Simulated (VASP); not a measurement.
# MgS (F-43m) in VASP: further runs, part 2 of 2

VASP 6.6.1.

### 3 Relaxation of cell and atoms, PBEsol

This run uses another cell than the first one, of 22.74 Å³/atom.

The input, INCAR:

```
PREC = Accurate ; ENCUT = 600
EDIFF = 1E-7 ; ISMEAR = 0
SIGMA = 0.02 ; LREAL = F
LASPH = T ; NELM = 120
ALGO = Normal ; ISIF = 3
LWAVE = F ; LCHARG = F
GGA = PS ; IBRION = 2
NSW = 100 ; EDIFFG = -0.002
GGA_COMPAT = F ; NELMIN = 4
```

The input, KPOINTS:

```
Automatic mesh
0
Gamma
  8 8 8
```

The input, POSCAR:

```
MgS
1.0
    0.0000000000      2.8331200500      2.8331200500
    2.8331200500      0.0000000000      2.8331200500
    2.8331200500      2.8331200500      0.0000000000
Mg S
1 1
Direct
    0.0000000000      0.0000000000      0.0000000000
    0.2500000000      0.2500000000      0.2500000000
```

Potentials or basis: VASP PAW PBE potentials, release 64 (Mg, S).

Run with:

```sh
cat potpaw_PBE.64/Mg/POTCAR potpaw_PBE.64/S/POTCAR > POTCAR
mpirun -np 1 vasp_std > vasp.out
```

OUTCAR:

```text
PREC = Accurate
   ENCUT = 600
   EDIFF = 1E-7
   ISMEAR = 0
   LREAL = F
   LASPH = T
   NELM = 120
   ISIF = 3
   GGA = PS
   IBRION = 2
   NSW = 100
   EDIFFG = -0.002
   NELMIN = 4

 ion  position               nearest neighbor table
   1  0.000  0.000  0.000-   2 2.45   2 2.45   2 2.45   2 2.45
   2  0.250  0.250  0.250-   1 2.45   1 2.45   1 2.45   1 2.45

  LATTYP: Found a face centered cubic cell.
 ALAT       =     5.6662401000

  Lattice vectors:

 A1 = (   0.0000000000,   2.8331200500,   2.8331200500)
 A2 = (   2.8331200500,   0.0000000000,   2.8331200500)
 A3 = (   2.8331200500,   2.8331200500,   0.0000000000)

Analysis of symmetry for initial positions (statically):
=====================================================================
 Subroutine PRICEL returns:
 Original cell was already a primitive cell.

 Routine SETGRP: Setting up the symmetry group for a
 face centered cubic supercell.

 Subroutine GETGRP returns: Found 24 space group operations
 (whereof 24 operations were pure point group operations)
 out of a pool of 48 trial point group operations.

The static configuration has the point symmetry T_d .

Analysis of symmetry for dynamics (positions and initial velocities):
=====================================================================
 Subroutine PRICEL returns:
 Original cell was already a primitive cell.

 Routine SETGRP: Setting up the symmetry group for a
 face centered cubic supercell.

 Subroutine GETGRP returns: Found 24 space group operations
 (whereof 24 operations were pure point group operations)
 out of a pool of 48 trial point group operations.

The dynamic configuration has the point symmetry T_d .

 Subroutine INISYM returns: Found 24 space group operations
 (whereof 24 operations are pure point group operations),
 and found     1 'primitive' translations

----------------------------------------------------------------------------------------

                                     Primitive cell

  volume of cell :      45.4805

  direct lattice vectors                    reciprocal lattice vectors
     0.000000000  2.833120050  2.833120050    -0.176483873  0.176483873  0.176483873
     2.833120050  0.000000000  2.833120050     0.176483873 -0.176483873  0.176483873
     2.833120050  2.833120050  0.000000000     0.176483873  0.176483873 -0.176483873

  length of vectors
     4.006636799  4.006636799  4.006636799     0.305679035  0.305679035  0.305679035

  position of ions in fractional coordinates (direct lattice)
     0.000000000  0.000000000  0.000000000
     0.250000000  0.250000000  0.250000000

  ion indices of the primitive-cell ions
   primitive index   ion index
                 1           1
                 2           2

----------------------------------------------------------------------------------------

 KPOINTS: Automatic mesh

Automatic generation of k-mesh.
[... 49 lines left out ...]
   number of dos      NEDOS =    301   number of ions     NIONS =      2
   total plane-waves  NPLWV =  32768
   dimension x,y,z NGX =    32 NGY =   32 NGZ =   32
   dimension x,y,z NGXF=    64 NGYF=   64 NGZF=   64
   ions per type =               1   1
   NGX,Y,Z   is equivalent  to a cutoff of  13.28, 13.28, 13.28 a.u.
   NGXF,Y,Z  is equivalent  to a cutoff of  26.56, 26.56, 26.56 a.u.
 SYSTEM =  unknown system
   PREC   = accura    normal or accurate (medium, high low for compatibility)
   ISTART =      0    job   : 0-new  1-cont  2-samecut
   ICHARG =      2    charge: 1-file 2-atom 10-const
   ISPIN  =      1    spin polarized calculation?
   LNONCOLLINEAR =      F non collinear calculations
   LSORBIT =      F    spin-orbit coupling
   LASPH  =      T    aspherical Exc in radial PAW
   ENCUT  =  600.0 eV  44.10 Ry    6.64 a.u.   8.00  8.00  8.00*2*pi/ulx,y,z
   NELM   =    120;   NELMIN=  4; NELMDL= -5     # of ELM steps
   EDIFF  = 0.1E-06   stopping-criterion for ELM
   LREAL  =      F    real-space projection
   EDIFFG = -.2E-02   stopping-criterion for IOM
   NSW    =    100    number of steps for IOM
   IBRION =      2    ionic relax: 0-MD 1-quasi-New 2-CG
   NFREE  =      1    steps in history (QN), initial steepest desc. (CG)
   ISIF   =      3    stress and relaxation
   ISYM   =      2    0-nonsym 1-usesym 2-fastsym
   POTIM  = 0.5000    time-step for ionic-motion
   TEBEG  =    0.0;   TEEND  =   0.0 temperature during run
   PSTRESS=    0.0 pullay stress
   NELECT =       8.0000    total number of electrons
   NUPDOWN=      -1.0000    fix difference up-down
   EMIN   =  10.00;   EMAX   =-10.00  energy-range for DOS
   EFERMI =   0.00;   METHOD = LEGACY
   ISMEAR =     0;   SIGMA  =   0.02  broadening in eV -4-tet -1-fermi 0-gaus
   EFERMI_NEDOS =   21; number of points for ismear=-14 and -15
   IALGO  =     38    algorithm
   IMIX   =      4    mixing-type and parameters
     AMIX     =   0.40;   BMIX     =  1.00
     AMIX_MAG =   1.60;   BMIX_MAG =  1.00
  volume/ion in A,a.u.               =      22.74       153.46
  Fermi-wavevector in a.u.,A,eV,Ry     =   0.917269  1.733386 11.447692  0.841382
  Thomas-Fermi vector in A             =   2.042218
   LORBIT       =      0    0 simple, 1 ext, 2 COOP (PROOUT), +10 PAW based schemes
   GGA     = PS    functional components
   LHFCALC =     F    Hartree Fock is set to
   AEXX    =    0.0000 exact exchange contribution
   IVDW    =     0    specifies the selected vdW correction
   LEPSILON=     F    determine dielectric tensor
   LRPA    =     F    only Hartree local field effects (RPA)
 conjugate gradient relaxation of ions
 non-spin polarized calculation
 Gauss-broadening in eV      SIGMA  =   0.02
  energy-cutoff  :      600.00
  volume of cell :       45.48
 maximum number of plane-waves:      1540
   NGX = 17   NGY = 17   NGZ = 17

--------------------------------------- Ionic step        1  -------------------------------------------

 number of electron       8.0000000 magnetization

 Free energy of the ion-electron system (eV)
  ---------------------------------------------------
  ext. energy  EPLUGINS =         0.00000000
  ---------------------------------------------------
  free energy    TOTEN  =        -8.91745784 eV

  energy without entropy =       -8.91745784  energy(sigma->0) =       -8.91745784

------------------------ aborting loop because EDIFF is reached ----------------------------------------

  FORCE on cell =-STRESS in cart. coord.  units (eV):
  Direction    XX          YY          ZZ          XY          YZ          ZX
  --------------------------------------------------------------------------------------
  -------------------------------------------------------------------------------------
  Total       -0.1430463     -0.1430463     -0.1430463      0.0000000     -0.0000000      0.0000000
  in kB       -5.0392087     -5.0392087     -5.0392087      0.0000000     -0.0000000      0.0000000
  external PRESSURE =      -5.0392087 kB  Pullay stress =       0.0000000 kB
[... 59 lines left out ...]
--------------------------------------- Ionic step        3  -------------------------------------------

 number of electron       8.0000000 magnetization

 Free energy of the ion-electron system (eV)
  ---------------------------------------------------
  ext. energy  EPLUGINS =         0.00000000
  ---------------------------------------------------
  free energy    TOTEN  =        -8.91809443 eV

  energy without entropy =       -8.91809443  energy(sigma->0) =       -8.91809443

 E-fermi :   1.1688     XC(G=0):  -8.6019

 val. band max:        1.0415571840   @ k =   0.0000   0.0000   0.0000
 cond. band min:       4.3694512788   @ k =   0.0000   0.0000   0.0000
 fundamental gap:      3.3278940947
 Fermi energy:         1.1688197325

 k-point     1 :       0.0000    0.0000    0.0000
  band No.  band energies     occupation
      1     -10.2492      2.00000
      2       1.0416      2.00000
      3       1.0416      2.00000
      4       1.0416      2.00000
      5       4.3695      0.00000
      6       8.9309      0.00000
      7       8.9309      0.00000
      8       8.9309      0.00000
[... 243 lines left out ...]
 k-point    24 :      -0.3750    0.2500    0.1250
  band No.  band energies     occupation
      1      -9.4318      2.00000
      2      -1.8015      2.00000
      3      -0.2885      2.00000
      4       0.3782      2.00000
      5       6.9750      0.00000
      6       7.4406      0.00000
      7       9.7276      0.00000
      8       9.8189      0.00000

 [... further k-points ...]

------------------------ aborting loop because EDIFF is reached ----------------------------------------

  FORCE on cell =-STRESS in cart. coord.  units (eV):
  Direction    XX          YY          ZZ          XY          YZ          ZX
  --------------------------------------------------------------------------------------
  -------------------------------------------------------------------------------------
  Total        0.0002189      0.0002189      0.0002189     -0.0000000      0.0000000      0.0000000
  in kB        0.0077793      0.0077793      0.0077793     -0.0000000      0.0000000      0.0000000
  external PRESSURE =       0.0077793 kB  Pullay stress =       0.0000000 kB
[... 17 lines left out ...]
  FREE ENERGIE OF THE ION-ELECTRON SYSTEM (eV)
  ---------------------------------------------------
  free  energy   TOTEN  =        -8.9180944306 eV

  energy  without entropy=       -8.9180944306  energy(sigma->0) =       -8.91809443

 reached required accuracy - stopping structural energy minimisation
```

Wall time 22 s (1 thread of Intel Xeon Platinum 8488C (Sapphire Rapids), shared host); peak memory 0.18 GiB.

What came out:

```yaml
Free_energy: -8.9181 eV
Relaxed_volume: 22.54 Å³/atom
Relaxed_cell: a = 3.995 Å, b = 3.995 Å, c = 3.995 Å, α = 60.00°, β = 60.00°, γ = 60.00°
Space_group_after_relaxing_to_0.1_Å: F-43m (No. 216)
Energy_gained_by_relaxing: 0.3 meV/atom
Ionic_steps: 3
Pressure_after_relaxing: 0.0 GPa
Band_gap_on_the_k_mesh: 3.33 eV
```

The path:
```csv
step,energy change (eV),largest force (eV/Å),pressure (GPa),volume (Å³)
1,0.0000,0.0000,-0.50,45.48
2,-0.0006,0.0000,0.09,45.01
3,-0.0006,0.0000,0.00,45.08
```

Final structure:
```xyz
2
Lattice="0.0000 2.8248 2.8248 2.8248 0.0000 2.8248 2.8248 2.8248 0.0000" Properties=species:S:1:pos:R:3 pbc="T T T"
Mg    0.0000    0.0000    0.0000
S     1.4124    1.4124    1.4124
```

Levels at points of the mesh, in eV from the valence-band top:
```tsv
k point	band 2	band 3	band 4	band 5	band 6	band 7
(0.00, 0.00, 0.00)	0.00	0.00	0.00	3.33	7.89	7.89
(0.50, 0.00, 0.00)	-3.21	-0.33	-0.33	5.02	7.55	7.55
(0.50, 0.50, 0.00)	-2.87	-1.06	-1.06	3.70	5.55	11.09
```

Caveat: the PAW data sets were made with another functional, which shifts forces and pressure a little.
